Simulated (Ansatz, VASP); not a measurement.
One calculation of ZnS, two programs

```
Zn S
1.0
     3.81100    0.00000    0.00000
    -1.90550    3.30042    0.00000
     0.00000    0.00000    6.17166
Zn S
2 2
Direct
  0.33333 0.66667 0.00000
  0.66667 0.33333 0.50000
  0.33333 0.66667 0.38500
  0.66667 0.33333 0.88500
```

Change from the starting cell: zz strain of -1 %, crystal datasets.

Alike in both runs: task electric field gradients; functional PBEsol; k mesh 8 × 8 × 5; occupations fermi-dirac, width 0.03 eV; no spin polarisation.

```csv
,VASP,Ansatz
version,VASP 6.6.1,Ansatz 0.2.0
potentials or method,"VASP PAW PBE potentials, release 64 (Zn, S), cutoff 520 eV","all-electron PAW with datasets made for the crystal, scalar-relativistic"
```

VASP gave:

```
gap on the k mesh at the Fermi level (eV)                     : 2.14
pressure (GPa)                                                : -0.4
traceless stress, the component that is largest in VASP (GPa) : -0.45
rms of the force components (eV/Å)                            : 0.155
size of Vzz on the site where it differs most (V/Å²)          : 15.0
```

**Question.** Estimate Ansatz's values.

**Answer.** gap on the k mesh at the Fermi level (eV): 2.14; pressure (GPa): -0.6; traceless stress, the component that is largest in VASP (GPa): -0.44; rms of the force components (eV/Å): 0.154; size of Vzz on the site where it differs most (V/Å²): 13.8.

VASP's potentials were made for PBE, not for PBEsol. Atom by atom the forces differ by 0.001 eV/Å (rms over components). Ansatz ran all-electron here, and VASP with PAW potentials.
